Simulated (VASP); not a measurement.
A run of VASP 6.6.1 is set up as follows.

The input INCAR:

```
PREC = Accurate
ENCUT = 520
EDIFF = 1E-6
ISMEAR = 0
SIGMA = 0.05
LREAL = F
LASPH = T
NELM = 80
ALGO = Normal
ISIF = 2
LWAVE = F
LCHARG = F
GGA = PS
NBANDS = 16
```

KPOINTS

```
regular mesh
0
Gamma
  9 9 6
```

POSCAR

```
MgO
1.0
    3.3034678116      0.0000000000      0.0000000000
   -1.6517339058      2.8608870454      0.0000000000
    0.0000000000      0.0000000000      5.0193879762
Mg O
2 2
Direct
    0.3333333333      0.6666666667     -0.0317643073
    0.6666666667      0.3333333333      0.4682356927
    0.3333333333      0.6666666667      0.4009416620
    0.6666666667      0.3333333333      0.9009416620
```

Potentials or basis: VASP PAW PBE potentials, release 64 (Mg, O).

Launch:

```console
$ cat potpaw_PBE.64/Mg/POTCAR potpaw_PBE.64/O/POTCAR > POTCAR
$ mpirun -np 1 vasp_std > vasp.out
```

Task: Estimate the largest force.

Result: 0.605 eV/Å.

Task: Estimate the band gap on the k mesh.

Result: 3.09 eV, direct.

Task: Predict the pressure.

Result: 0.1 GPa.

Stress tensor (GPa, compression positive):
```
 4.59  0.00  0.00
 0.00  4.59  0.00
 0.00  0.00 -8.93
```

Caveat: the PAW data sets were made with another functional, which shifts forces and pressure a little. A k mesh can miss the band edges.
